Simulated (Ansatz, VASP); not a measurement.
## CoO in VASP and in Ansatz

File INCAR:

```
PREC     = Accurate       # precision mode
ENCUT    = 600            # plane-wave cutoff, eV
EDIFF    = 1E-7           # SCF threshold, eV
ISMEAR   = 0              # smearing method
SIGMA    = 0.02           # smearing width, eV
LREAL    = F              # projectors in reciprocal space
LASPH    = T              # aspherical terms in the spheres
NELM     = 200            # most SCF steps
ALGO     = Normal         # electronic algorithm
ISIF     = 3              # what is computed and relaxed
LWAVE    = F              # write WAVECAR
LCHARG   = F              # write CHGCAR
ISPIN    = 2              # spin polarisation
MAGMOM   = 2.9 -2.9 0 0   # initial moments
LORBIT   = 11             # projections on sites
LMAXMIX  = 4              # l up to which the mixer works
LDAU     = T              # DFT+U
LDAUTYPE = 2            
LDAUL    = 2 -1           # shell
LDAUU    = 5.3 0          # U, eV
LDAUJ    = 0 0          
LDAUPRINT= 1            
GGA      = PE             # functional
IBRION   = 2              # ionic algorithm
NSW      = 100            # ionic steps
EDIFFG   = -0.002         # ionic threshold
GGA_COMPAT= F            
NELMIN   = 4
```

Contents of KPOINTS:

```
Automatic mesh
0
Gamma
  10 10 6
```

Contents of POSCAR:

```
CoO
1.0
    0.0000000000      2.1293820557     -2.1293820557
    0.0000000000      2.1293820557      2.1293820557
    4.5339239981      0.0000000000      0.0000000000
Co O
2 2
Direct
    0.0000000000      0.0000000000      0.0000000000
    0.5000000000      0.5000000000      0.5000000000
    0.0000000000      1.0000000000      0.5000000000
    0.5000000000      1.5000000000      1.0000000000
```

Input for Ansatz:

```yaml
crystal:
  lattice:
    - [0.0, 2.1293820557, -2.1293820557]
    - [0.0, 2.1293820557, 2.1293820557]
    - [4.5339239981, 0.0, 0.0]
  atoms:
    - { symbol: Co, position: [0.0, 0.0, 0.0], spin: 2.9 }
    - { symbol: O, position: [0.0, 1.0, 0.5] }
    - { symbol: Co, position: [0.5, 0.5, 0.5], spin: -2.9 }
    - { symbol: O, position: [0.5, 1.5, 1.0] }
basis:
  ecutwfc: 420
kpoints:
  mp_grid: { grid: [10, 10, 6] }
hamiltonian:
  xc: pbe
  hubbard: { sites: [{ species: Co, l: d, u_eff: 5.3 }] }
scf:
  occupations: { method: gaussian, width: 0.02 }
output:
  forces: true
  stress: true
  eigenvalues: true
  populations: true
  write_density: true
  write_potential: true
  elf: true
  volumetric_format: npy
magnetization:
  spin_polarized: true
relax:
  adjacent_minimum: "off"
  f_tol: 0.002
  max_steps: 80
  cell: { stress_tol: 0.02 }
```

Alike in both runs: task relaxation of cell and atoms; functional PBE; k mesh 10 × 10 × 6; occupations gaussian, width 0.02 eV; collinear spin; Hubbard terms Co d U = 5.3 eV.

```csv
,VASP,Ansatz
version,VASP 6.6.1,Ansatz 0.2.0
potentials or method,"VASP PAW PBE potentials, release 64 (Co_sv, O), cutoff 600 eV","scalar-relativistic, plane waves, PAW"
valence electrons in the cell,46,46
```

VASP gave:

| Quantity | Value |
| --- | --- |
| gap on the k mesh at the Fermi level, each at its own relaxed structure (eV) | 1.22 |
| net moment per atom (μB) | 0.00 |
| size of the moment on the site where the two differ most (μB) | 2.72 |
| relaxed volume (Å³/atom) | 9.99 |

Q: What did Ansatz give for the same quantities?

A: gap on the k mesh at the Fermi level, each at its own relaxed structure (eV): 1.53; net moment per atom (μB): 0.00; size of the moment on the site where the two differ most (μB): 2.63; relaxed volume (Å³/atom): 10.29.

Site moments also hang on the region over which each program counts them. The programs project onto different local orbitals, so the same U acts differently, and such runs can settle in different states.
